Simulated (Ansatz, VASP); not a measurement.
# Two plane-wave programs on Sb2Se5

```xyz
7
Lattice="8.6120 -2.1049 -1.2381 8.6120 2.1049 -1.2381 -1.9535 0.0000 5.5218" Properties=species:S:1:pos:R:3 pbc="T T T"
Sb    0.7195    0.0000    4.4576
Sb   14.5510    0.0000   -1.4120
Se    0.0000    0.0000    0.0000
Se    8.7730    0.0000    1.1735
Se    6.4975    0.0000    1.8721
Se    3.3595    0.0000    3.5839
Se   11.9110    0.0000   -0.5383
```

Change from the starting cell: species swapped into the V2O5 type (C2/m, No. 12).

Alike in both runs: functional PBE; k mesh 3 × 3 × 2; occupations gaussian, width 0.15 eV; no spin polarisation.

Ansatz relaxed the structure, and its values are those at the end. VASP's run is a single point on that final structure, the one shown.

```csv
,VASP,Ansatz
version,VASP 6.6.1,Ansatz 0.2.0
potentials or method,"VASP PAW PBE potentials, release 64 (Sb, Se), cutoff 520 eV","scalar-relativistic, plane waves, PAW"
valence electrons in the cell,40,110
```

|  | VASP | Ansatz | Ansatz less VASP |
| --- | --- | --- | --- |
| gap on the k mesh at the Fermi level (eV) | none | none | - |
| pressure (GPa) | -0.1 | -0.1 | +0.02 |
| rms of the force components (eV/Å) | 0.021 | 0.024 | +0.0033 |

A gap of «none» marks a metal or a gap that the smearing closes. With one functional, cell and mesh, what is left measures potentials, basis and numerics. VASP's potentials hold 40 valence electrons a cell and Ansatz's 110, so a difference there can come from the potentials and not from the codes.

The k mesh is coarse, so the values compare programs but aren't converged. Neither program's run includes spin-orbit coupling.
